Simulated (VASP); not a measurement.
# VW2C3 (P1) in VASP: single point with PBE

Aim: the single point of VW2C3 with PBE.

Program: VASP 6.6.1. These are calculated values, not measurements. Logs are shortened: lines on timing, memory, paths and dates and some standing lists are left out, and cuts for length are marked.

### 1 The cell of the first run

The typed cell holds 6 atoms: a = 5.293 Å, b = 5.293 Å, c = 5.293 Å, α = 146.52°, β = 131.79°, γ = 59.97°.

### 2 Single point, PBE, collinear spin, ferromagnetic start

The input, INCAR:

```
PREC = Accurate ; ENCUT = 520
EDIFF = 1E-6 ; ISMEAR = -1
SIGMA = 0.1 ; LREAL = F
LASPH = T ; NELM = 150
ALGO = Fast ; ISIF = 2
LWAVE = F ; LCHARG = F
ISPIN = 2 ; MAGMOM = 0 0 2 0 0 0
LORBIT = 11 ; LMAXMIX = 4
GGA = PE ; NBANDS = 40
```

The input, KPOINTS:

```
Automatic mesh
0
Gamma
  5 7 8
```

The input, POSCAR:

```
VW2C3
1.0
   -1.5244850000      2.1619300000      4.5850290000
    1.5244850000     -2.1619300000      4.5850290000
    1.5244850000      2.1619300000     -4.5850290000
W V C
2 1 3
Direct
    0.8439890000      0.3334340000      0.5016130000
    0.1802110000      0.6772720000      0.5314750000
    0.4849870000      0.0071040000      0.4989520000
    0.3227510000      0.3549080000     -0.0051480000
    0.6604280000      0.6520920000      0.0038860000
   -0.0085180000      0.0043760000      0.0015640000
```

Potentials or basis: VASP PAW PBE potentials, release 64 (W_sv, V_sv, C).

Launch:

```console
cat potpaw_PBE.64/W_sv/POTCAR potpaw_PBE.64/V_sv/POTCAR potpaw_PBE.64/C/POTCAR > POTCAR
mpirun -np 1 vasp_std > vasp.out
```

OUTCAR:

```text
PREC = Accurate
   ENCUT = 520
   EDIFF = 1E-6
   ISMEAR = -1
   LREAL = F
   LASPH = T
   NELM = 150
   ISIF = 2
   ISPIN = 2
   LORBIT = 11
   GGA = PE

 ion  position               nearest neighbor table
   1  0.844  0.333  0.502-   4 2.06   6 2.09   6 2.14   5 2.27   4 2.27   5 2.28   3 2.94   2 2.98
                             3 2.99   2 3.03   3 3.05   2 3.09   3 3.10   2 3.10   3 3.13   2 3.16
   2  0.180  0.677  0.531-   5 2.12   6 2.14   6 2.17   5 2.21   4 2.24   4 2.24   3 2.96   3 2.97
                             1 2.98   1 3.03   3 3.06   1 3.09   1 3.10   3 3.14   3 3.15   1 3.16
   3  0.485  0.007  0.499-   5 2.07   4 2.08   4 2.09   5 2.13   6 2.14   6 2.19   1 2.94   2 2.96
                             2 2.97   1 2.99   1 3.05   2 3.06   1 3.10   1 3.13   2 3.14   2 3.15
   4  0.323  0.355  0.995-   1 2.06   3 2.08   3 2.09   2 2.24   2 2.24   1 2.27
   5  0.660  0.652  0.004-   3 2.07   2 2.12   3 2.13   2 2.21   1 2.27   1 2.28
   6  0.991  0.004  0.002-   1 2.09   3 2.14   1 2.14   2 2.14   2 2.17   3 2.19

  LATTYP: Found a body centered orthorhombic cell.
 ALAT       =     3.0489700000
 B/A-ratio  =     1.4181379285
 C/A-ratio  =     3.0075920721

  Lattice vectors:

 A1 = (  -1.5244850000,   2.1619300000,   4.5850290000)
 A2 = (   1.5244850000,  -2.1619300000,   4.5850290000)
 A3 = (   1.5244850000,   2.1619300000,  -4.5850290000)

Analysis of symmetry for initial positions (statically):
=====================================================================
 Subroutine PRICEL returns:
 Original cell was already a primitive cell.

 Routine SETGRP: Setting up the symmetry group for a
 body centered orthorhombic supercell.

 Subroutine GETGRP returns: Found  1 space group operations
 (whereof  1 operations were pure point group operations)
 out of a pool of  8 trial point group operations.

The static configuration has the point symmetry C_1 .

Analysis of symmetry for dynamics (positions and initial velocities):
=====================================================================
 Subroutine PRICEL returns:
 Original cell was already a primitive cell.

 Routine SETGRP: Setting up the symmetry group for a
 body centered orthorhombic supercell.

 Subroutine GETGRP returns: Found  1 space group operations
 (whereof  1 operations were pure point group operations)
 out of a pool of  8 trial point group operations.

The dynamic configuration has the point symmetry C_1 .

Analysis of structural, dynamic, and magnetic symmetry:
=====================================================================
 Subroutine PRICEL returns:
 Original cell was already a primitive cell.

 Routine SETGRP: Setting up the symmetry group for a
 body centered orthorhombic supercell.

 Subroutine GETGRP returns: Found  1 space group operations
 (whereof  1 operations were pure point group operations)
 out of a pool of  8 trial point group operations.

The overall configuration has the point symmetry C_1 .

 Subroutine INISYM returns: Found  1 space group operations
 (whereof  1 operations are pure point group operations),
 and found     1 'primitive' translations

----------------------------------------------------------------------------------------

                                     Primitive cell

  volume of cell :      60.4459

  direct lattice vectors                    reciprocal lattice vectors
    -1.524485000  2.161930000  4.585029000     0.000000000  0.231274833  0.109050564
     1.524485000 -2.161930000  4.585029000     0.327979613  0.000000000  0.109050564
     1.524485000  2.161930000 -4.585029000     0.327979613  0.231274833  0.000000000

  length of vectors
     5.293438086  5.293438086  5.293438086     0.255695276  0.345633696  0.401321162

  position of ions in fractional coordinates (direct lattice)
     0.843989000  0.333434000  0.501613000
     0.180211000  0.677272000  0.531475000
     0.484987000  0.007104000  0.498952000
     0.322751000  0.354908000  0.994852000
     0.660428000  0.652092000  0.003886000
     0.991482000  0.004376000  0.001564000

  ion indices of the primitive-cell ions
   primitive index   ion index
                 1           1
                 2           2
                 3           3
                 4           4
                 5           5
                 6           6

----------------------------------------------------------------------------------------

 KPOINTS: Automatic mesh

Automatic generation of k-mesh.
 Grid dimensions read from file:
 generate k-points for:    5    7    8

 Generating k-lattice:
[... 73 lines left out ...]
   NGXF,Y,Z  is equivalent  to a cutoff of  25.12, 25.12, 25.12 a.u.
 SYSTEM =  unknown system
   PREC   = accura    normal or accurate (medium, high low for compatibility)
   ISTART =      0    job   : 0-new  1-cont  2-samecut
   ICHARG =      2    charge: 1-file 2-atom 10-const
   ISPIN  =      2    spin polarized calculation?
   LNONCOLLINEAR =      F non collinear calculations
   LSORBIT =      F    spin-orbit coupling
   LASPH  =      T    aspherical Exc in radial PAW
   ENCUT  =  520.0 eV  38.22 Ry    6.18 a.u.   9.84  9.84  9.84*2*pi/ulx,y,z
   NELM   =    150;   NELMIN=  2; NELMDL= -5     # of ELM steps
   EDIFF  = 0.1E-05   stopping-criterion for ELM
   LREAL  =      F    real-space projection
   EDIFFG = 0.1E-04   stopping-criterion for IOM
   NSW    =      0    number of steps for IOM
   IBRION =     -1    ionic relax: 0-MD 1-quasi-New 2-CG
   NFREE  =      0    steps in history (QN), initial steepest desc. (CG)
   ISIF   =      2    stress and relaxation
   ISYM   =      2    0-nonsym 1-usesym 2-fastsym
   POTIM  = 0.5000    time-step for ionic-motion
   TEBEG  =    0.0;   TEEND  =   0.0 temperature during run
   PSTRESS=    0.0 pullay stress
   NELECT =      53.0000    total number of electrons
   NUPDOWN=      -1.0000    fix difference up-down
   EMIN   =  10.00;   EMAX   =-10.00  energy-range for DOS
   EFERMI =   0.00;   METHOD = LEGACY
   ISMEAR =    -1;   SIGMA  =   0.10  broadening in eV -4-tet -1-fermi 0-gaus
   EFERMI_NEDOS =   21; number of points for ismear=-14 and -15
   IALGO  =     68    algorithm
   IMIX   =      4    mixing-type and parameters
     AMIX     =   0.40;   BMIX     =  1.00
     AMIX_MAG =   1.60;   BMIX_MAG =  1.00
  volume/ion in A,a.u.               =      10.07        67.98
  Fermi-wavevector in a.u.,A,eV,Ry     =   1.566912  2.961034 33.405187  2.455212
  Thomas-Fermi vector in A             =   2.669169
   LORBIT       =     11    0 simple, 1 ext, 2 COOP (PROOUT), +10 PAW based schemes
   GGA     = PE    functional components
   LHFCALC =     F    Hartree Fock is set to
   AEXX    =    0.0000 exact exchange contribution
   IVDW    =     0    specifies the selected vdW correction
   LEPSILON=     F    determine dielectric tensor
   LRPA    =     F    only Hartree local field effects (RPA)
 spin polarized calculation
 RMM-DIIS sequential band-by-band and
  energy-cutoff  :      520.00
  volume of cell :       60.45
 maximum number of plane-waves:      1642
   NGX = 19   NGY = 19   NGZ = 19

 number of electron      52.9999996 magnetization      -0.0328679

 number of electron      52.9999996 magnetization       0.0006842

 Free energy of the ion-electron system (eV)
  ---------------------------------------------------
  ext. energy  EPLUGINS =         0.00000000
  ---------------------------------------------------
  free energy    TOTEN  =       -62.37042598 eV

  energy without entropy =      -62.25862938  energy(sigma->0) =      -62.31452768

 E-fermi :  11.8755     XC(G=0): -13.5993

 val. band max:       11.8743411359   @ k =  -0.4000   0.1429   0.1250
 cond. band min:      11.8789892254   @ k =   0.4000  -0.4286   0.1250
 fundamental gap:      0.0046480895
 Fermi energy:        11.8754765971

 spin component 1

 k-point     1 :       0.0000    0.0000    0.0000
  band No.  band energies     occupation
      1     -63.3488      1.00000
      2     -63.3108      1.00000
      3     -53.1863      1.00000
      4     -27.8085      1.00000
      5     -27.7222      1.00000
      6     -27.5336      1.00000
[... 973 lines left out ...]
     37      17.1074      0.00000
     38      17.2031      0.00000

 [... further k-points ...]

 spin component 2

 k-point     1 :       0.0000    0.0000    0.0000
  band No.  band energies     occupation
      1     -63.3488      1.00000
      2     -63.3108      1.00000
      3     -53.1855      1.00000
      4     -27.8085      1.00000
      5     -27.7222      1.00000
      6     -27.5335      1.00000
[... 973 lines left out ...]
     37      17.1075      0.00000
     38      17.2031      0.00000

 [... further k-points ...]

 [bands above 38 left out]

------------------------ aborting loop because EDIFF is reached ----------------------------------------

  FORCE on cell =-STRESS in cart. coord.  units (eV):
  Direction    XX          YY          ZZ          XY          YZ          ZX
  --------------------------------------------------------------------------------------
  -------------------------------------------------------------------------------------
  Total        0.3648122      0.9043890     -0.2310229      0.1667813      0.0064132     -0.1850898
  in kB        9.6697013     23.9717078     -6.1234876      4.4206999      0.1699870     -4.9059841
  external PRESSURE =       9.1726405 kB  Pullay stress =       0.0000000 kB

 VOLUME and BASIS-vectors are now :
 -----------------------------------------------------------------------------
  energy-cutoff  :      520.00
  volume of cell :       60.45
      direct lattice vectors                 reciprocal lattice vectors
    -1.524485000  2.161930000  4.585029000     0.000000000  0.231274833  0.109050564
     1.524485000 -2.161930000  4.585029000     0.327979613  0.000000000  0.109050564
     1.524485000  2.161930000 -4.585029000     0.327979613  0.231274833  0.000000000

 POSITION                                       TOTAL-FORCE (eV/Angst)
 -----------------------------------------------------------------------------------
     -0.01363      2.18824      3.09861         0.072311     -1.019592     -0.913372
      1.56799      0.07440      1.49476         0.037627     -0.638102      0.259833
      0.03212      2.11185     -0.03146        -0.065586      0.193001      0.196462
      1.56566      2.08128     -1.45434        -0.160502      1.356374     -0.913183
     -0.00678      0.02642      6.00012         0.285958      0.139347      0.919597
     -1.50244      2.13744      4.55887        -0.169808     -0.031029      0.450663
 -----------------------------------------------------------------------------------
    total drift:                               -0.000008      0.000038      0.000124

  FREE ENERGIE OF THE ION-ELECTRON SYSTEM (eV)
  ---------------------------------------------------
  free  energy   TOTEN  =       -62.3704259803 eV

  energy  without entropy=      -62.2586293773  energy(sigma->0) =      -62.31452768

 total charge

# of ion       s       p       d       tot
------------------------------------------
    1        2.324   6.387   3.401  12.112
    2        2.318   6.379   3.375  12.072
    3        2.239   6.283   3.176  11.697
    4        0.873   1.567   0.000   2.440
    5        0.871   1.550   0.000   2.420
    6        0.871   1.587   0.000   2.458
--------------------------------------------------
tot          9.494  23.753   9.951  43.199

 magnetization (x)

# of ion       s       p       d       tot
------------------------------------------
    1       -0.000  -0.000  -0.000  -0.000
    2       -0.000  -0.000  -0.000  -0.000
    3        0.000   0.000   0.001   0.001
    4       -0.000  -0.000   0.000  -0.000
    5       -0.000  -0.000   0.000  -0.000
    6       -0.000  -0.000   0.000  -0.000
--------------------------------------------------
tot         -0.000  -0.000   0.001   0.001
```

Wall time 30 min (1 thread of Oxide Virtual Turin-like, shared host); peak memory 0.62 GiB.

What came out:

```yaml
Free_energy: -62.3704 eV
Pressure: 0.9 GPa
Largest_force: 1.643 eV/Å
Net_moment: 0.00 μB per cell
Valence_electrons_inside_the_program's_atomic_spheres: W 12.11, 12.07; V 11.70; C 2.44, 2.42, 2.46
```

Forces on the atoms (eV/Å):
```
W    0.072 -1.020 -0.913
W    0.038 -0.638  0.260
V   -0.066  0.193  0.196
C   -0.161  1.356 -0.913
C    0.286  0.139  0.920
C   -0.170 -0.031  0.451
```

Stress tensor (GPa, compression positive):
```
 0.97  0.44 -0.49
 0.44  2.40  0.02
-0.49  0.02 -0.61
```

Caveat: spin-orbit coupling is left out, which moves the levels of the heavy elements; forces of over 1 eV/Å act on the atoms, so gaps and moduli don't describe the material at rest.
